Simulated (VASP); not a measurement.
# AlCu2 (P6/mmm) in VASP: notebook, part 2 of 2

VASP 6.6.1. Earlier steps stand in the parts before.

## 3. Relaxation of cell and atoms, PBE

This run uses another cell than the first one, of 12.53 Å³/atom, 0.963 times its volume.

The input, INCAR:

```
PREC = Accurate
ENCUT = 600
EDIFF = 1E-7
ISMEAR = 0
SIGMA = 0.1
LREAL = F
LASPH = T
NELM = 100
ALGO = Normal
ISIF = 3
LWAVE = F
LCHARG = F
GGA = PE
IBRION = 2
NSW = 90
EDIFFG = -0.04
```

The input, KPOINTS:

```
Automatic mesh
0
Gamma
  6 6 6
```

The input, POSCAR:

```
AlCu2
1.0
    3.9512222874      0.0000000000      0.0000000000
   -1.9756111437      3.4218588769      0.0000000000
    0.0000000000      0.0000000000      2.7791483046
Al Cu
1 2
Direct
    0.0000000000      0.0000000000      0.0000000000
    0.3333333333      0.6666666667      0.5000000000
    0.6666666667      0.3333333333      0.5000000000
```

Potentials or basis: VASP PAW PBE potentials, release 64 (Al, Cu).

Started as:

```bash
$ cat potpaw_PBE.64/Al/POTCAR potpaw_PBE.64/Cu/POTCAR > POTCAR
$ mpirun -np 1 vasp_std > vasp.out
```

Run time: 58 s. Hardware: 1 thread of AMD EPYC 9R45 (Zen 5), shared host; peak memory 0.14 GiB.

Results (log left out):

* Free energy: -11.5852 eV
* Relaxed volume: 13.05 Å³/atom
* Relaxed cell: a = 4.194 Å, b = 4.194 Å, c = 2.571 Å, α = 90.00°, β = 90.00°, γ = 120.00°
* Space group after relaxing (to 0.05 Å): P6/mmm (No. 191)
* Energy gained by relaxing: 106.1 meV/atom
* Ionic steps: 8
* Pressure after relaxing: 0.0 GPa

Stress tensor (GPa, compression positive):
```
 0.02  0.00  0.00
 0.00  0.02  0.00
 0.00  0.00 -0.17
```

The path:
```tsv
step	energy change (eV)	largest force (eV/Å)	pressure (GPa)	volume (Å³)
1	0.0000	0.0000	9.40	37.58
2	-0.2092	0.0000	-5.79	41.62
3	-0.2101	0.0000	-4.79	41.25
4	-0.3123	0.0000	-2.38	39.93
5	-0.3142	0.0000	-1.92	39.78
6	-0.3142	0.0000	-1.82	39.75
7	-0.3177	0.0000	0.71	38.93
8	-0.3184	0.0000	-0.05	39.16
```

Final structure:
```
CELL_PARAMETERS angstrom
4.19394 0.00000 0.00000
-2.09697 3.63206 0.00000
0.00000 0.00000 2.57090
ATOMIC_POSITIONS crystal
Al 0.00000 0.00000 0.00000
Cu 0.33333 0.66667 0.50000
Cu 0.66667 0.33333 0.50000
```

Levels at points of the mesh, in eV from the Fermi level:
```csv
k point,band 8,band 9,band 10,band 11,band 12,band 13,band 14,band 15,band 16
"(0.00, 0.00, 0.00)",-3.22,-3.22,-2.72,-2.72,1.33,1.36,1.36,1.71,1.71
"(0.50, 0.00, 0.00)",-3.16,-2.93,-2.83,-2.72,-2.64,-2.57,0.94,8.67,8.89
"(0.00, 0.00, 0.50)",-3.60,-3.59,-3.59,-2.21,-1.56,5.54,5.54,5.87,6.32
"(0.50, 0.00, 0.50)",-3.25,-2.76,-2.46,-1.58,-0.96,0.21,0.37,2.47,3.85
```

Caveat: the k points lie up to 0.41 Å⁻¹ apart in the final cell.

## 4. Single point, PBE

The input, INCAR:

```
SYSTEM = AlCu2
PREC     = Accurate       ! precision mode
ENCUT    = 520            ! plane-wave cutoff, eV
EDIFF    = 1E-7           ! SCF threshold, eV
ISMEAR   = 0              ! smearing method
SIGMA    = 0.1            ! smearing width, eV
LREAL    = .False.        ! projectors in reciprocal space
LASPH    = .True.         ! aspherical terms in the spheres
NELM     = 100            ! most SCF steps
ALGO     = Normal         ! electronic algorithm
ISIF     = 2              ! what is computed and relaxed
LWAVE    = .False.        ! write WAVECAR
LCHARG   = .True.         ! write CHGCAR
GGA      = PE             ! functional
LELF     = .True.         ! ELF
LVHAR    = .True.       
NBANDS   = 20             ! bands
```

The input, KPOINTS:

```
Automatic mesh
0
Gamma
  12 12 18
  0 0 0
```

The input, POSCAR:

```
AlCu2
1.0
    4.1694350827      0.0000000000      0.0000000000
   -2.0847175413      3.6108367010      0.0000000000
    0.0000000000      0.0000000000      2.5925998577
Al Cu
1 2
Direct
    0.0000000000      0.0000000000      0.0000000000
    0.3333333333      0.6666666667      0.5000000000
    0.6666666667      0.3333333333      0.5000000000
```

Started as:

```bash
$ cat potpaw_PBE.64/Al/POTCAR potpaw_PBE.64/Cu/POTCAR > POTCAR
$ mpirun -np 1 vasp_std > vasp.out
```

Run time: 61 s. Hardware: 1 thread of AMD EPYC 9R45 (Zen 5), shared host; peak memory 0.22 GiB.

The run converged. Its results:

```
Free energy : -11.5793 eV
Pressure    : 0.4 GPa
```

Stress tensor (GPa, compression positive):
```
0.44 0.00 0.00
0.00 0.44 0.00
0.00 0.00 0.19
```

Levels at points of the mesh, in eV from the Fermi level:
| k point | band 11 | band 12 | band 13 | band 14 | band 15 | band 16 |
| --- | --- | --- | --- | --- | --- | --- |
| (0.00, 0.00, 0.00) | -2.62 | 1.57 | 1.57 | 1.63 | 1.93 | 1.93 |
| (0.50, 0.00, 0.00) | -2.54 | -2.53 | -2.43 | 1.17 | 8.96 | 9.18 |
| (0.00, 0.00, 0.50) | -2.10 | -1.49 | 5.66 | 5.66 | 6.06 | 6.51 |
| (0.50, 0.00, 0.50) | -1.48 | -0.88 | 0.31 | 0.40 | 2.56 | 3.98 |

## 5. Relaxation of cell and atoms, PBE

The input, INCAR:

```
SYSTEM = AlCu2
PREC = Accurate
ENCUT = 600
EDIFF = 1E-7
ISMEAR = 0
SIGMA = 0.1
LREAL = .FALSE.
LASPH = .TRUE.
NELM = 100
ALGO = Normal
ISIF = 3
LWAVE = .FALSE.
LCHARG = .FALSE.
GGA = PE
IBRION = 2
NSW = 100
EDIFFG = -0.01
```

The input, KPOINTS:

```
Automatic mesh
0
G
  12 12 18
  0 0 0
```

The input, POSCAR:

```
AlCu2
1.0
    4.1884900937      0.0000000000      0.0000000000
   -2.0942450468      3.6273388246      0.0000000000
    0.0000000000      0.0000000000      2.5676793479
Al Cu
1 2
Direct
    0.0000000000      0.0000000000      0.0000000000
    0.3333333333      0.6666666667      0.5000000000
    0.6666666667      0.3333333333      0.5000000000
```

Started as:

```bash
$ cat potpaw_PBE.64/Al/POTCAR potpaw_PBE.64/Cu/POTCAR > POTCAR
$ mpirun -np 1 vasp_std > vasp.out
```

Wall time 4.1 min (1 thread of AMD EPYC 9R45 (Zen 5), shared host); peak memory 0.26 GiB.

The run converged. Its results:

- Free energy: -11.5797 eV
- Relaxed volume: 13.05 Å³/atom
- Relaxed cell: a = 4.175 Å, b = 4.175 Å, c = 2.594 Å, α = 90.00°, β = 90.00°, γ = 120.00°
- Space group after relaxing (to 0.05 Å): P6/mmm (No. 191)
- Energy gained by relaxing: 1.3 meV/atom
- Ionic steps: 5
- Pressure after relaxing: 0.0 GPa

The path:
```csv
step,energy change (eV),largest force (eV/Å),pressure (GPa),volume (Å³)
1,0.0000,0.0000,0.54,39.01
2,-0.0037,0.0000,-0.35,39.26
3,-0.0037,0.0000,-0.30,39.24
4,-0.0038,0.0000,0.12,39.12
5,-0.0038,0.0000,0.02,39.15
```

Final structure:
```cif
data_structure
_symmetry_space_group_name_H-M 'P 1'
_symmetry_Int_Tables_number 1
_cell_length_a 4.1747
_cell_length_b 4.1747
_cell_length_c 2.5937
_cell_angle_alpha 90.000
_cell_angle_beta 90.000
_cell_angle_gamma 120.000
_cell_volume 39.15
loop_
_atom_site_label
_atom_site_type_symbol
_atom_site_fract_x
_atom_site_fract_y
_atom_site_fract_z
_atom_site_occupancy
Al1 Al 0.00000 0.00000 0.00000 1
Cu1 Cu 0.33333 0.66667 0.50000 1
Cu2 Cu 0.66667 0.33333 0.50000 1
```

Levels at points of the mesh, in eV from the Fermi level:
```
           k point  band 11  band 12  band 13  band 14  band 15  band 16
(0.00, 0.00, 0.00)    -2.61     1.57     1.57     1.61     1.92     1.92
(0.50, 0.00, 0.00)    -2.53    -2.52    -2.43     1.16     8.94     9.16
(0.00, 0.00, 0.50)    -2.10    -1.48     5.65     5.65     6.04     6.50
(0.50, 0.00, 0.50)    -1.48    -0.87     0.31     0.40     2.56     3.97
```

## 6. Single point, PBE

This run uses another cell than the first one, of 12.53 Å³/atom, 0.963 times its volume.

The input, INCAR:

```
SYSTEM = AlCu2
PREC = Accurate
ENCUT = 520
EDIFF = 1E-6
ISMEAR = 0
SIGMA = 0.1
LREAL = .False.
LASPH = .True.
NELM = 100
ALGO = Normal
ISIF = 2
LWAVE = .False.
LCHARG = .False.
GGA = PE
NBANDS = 20
```

The input, KPOINTS:

```
regular mesh
0
Gamma
  6 6 6
  0 0 0
```

The input, POSCAR:

```
AlCu2
1.0
    3.9512222874      0.0000000000      0.0000000000
   -1.9756111437      3.4218588769      0.0000000000
    0.0000000000      0.0000000000      2.7791483046
Al Cu
1 2
Direct
    0.0000000000      0.0000000000      0.0000000000
    0.3333333333      0.6666666667      0.5000000000
    0.6666666667      0.3333333333      0.5000000000
```

Potentials or basis: VASP PAW PBE potentials, release 64 (Al, Cu).

Started as:

```bash
$ cat potpaw_PBE.64/Al/POTCAR potpaw_PBE.64/Cu/POTCAR > POTCAR
$ mpirun -np 1 vasp_std > vasp.out
```

Wall time 14 s (1 thread of AMD EPYC 9R45 (Zen 5), shared host); peak memory 0.13 GiB.

Results (log left out):

```yaml
Free_energy: -11.2664 eV
Pressure: 9.4 GPa
```

Stress tensor (GPa, compression positive):
```
16.66  0.00  0.00
 0.00 16.66  0.00
 0.00  0.00 -5.11
```

Levels at points of the mesh, in eV from the Fermi level:
```csv
k point,band 8,band 9,band 10,band 11,band 12,band 13,band 14,band 15,band 16,band 17
"(0.00, 0.00, 0.00)",-3.51,-3.51,-2.73,-2.73,2.48,2.48,2.89,2.89,3.26,6.59
"(0.50, 0.00, 0.00)",-3.48,-2.91,-2.70,-2.59,-2.23,-1.95,2.25,10.11,10.54,10.60
"(0.00, 0.00, 0.50)",-3.75,-3.33,-3.33,-2.25,-1.99,5.85,5.85,6.93,7.17,7.17
"(0.50, 0.00, 0.50)",-2.92,-2.59,-2.29,-1.73,-1.08,-0.31,0.17,2.47,4.20,5.32
```

Caveat: the k points lie up to 0.38 Å⁻¹ apart.

## 7. Summary

```tsv
task	cell	k mesh	cutoff (eV)	gap on the mesh (eV)	pressure (GPa)	relaxed volume (Å³/atom)
single point	a = 4.188, b = 4.188, c = 2.568 Å, angles 90.0, 90.0, 120.0°, 3 atoms	6 × 6 × 6	520	none	0.5	-
relaxation of cell and atoms	relaxed from a = 3.951, b = 3.951, c = 2.779 Å, angles 90.0, 90.0, 120.0°, 3 atoms	6 × 6 × 6	600	none	0.0	13.05
single point	a = 4.169, b = 4.169, c = 2.593 Å, angles 90.0, 90.0, 120.0°, 3 atoms	12 × 12 × 18	520	none	0.4	-
relaxation of cell and atoms	relaxed from a = 4.188, b = 4.188, c = 2.568 Å, angles 90.0, 90.0, 120.0°, 3 atoms	12 × 12 × 18	600	none	0.0	13.05
single point	a = 3.951, b = 3.951, c = 2.779 Å, angles 90.0, 90.0, 120.0°, 3 atoms	6 × 6 × 6	520	none	9.4	-
```

Alike in all rows: level PBE; potentials or basis VASP PAW PBE potentials, release 64 (Al, Cu); no spin polarisation; smearing gaussian 0.1 eV.

Caveats: some runs use coarse meshes.

Total energies depend on the potentials used, so only differences within one code and one set of settings carry meaning.
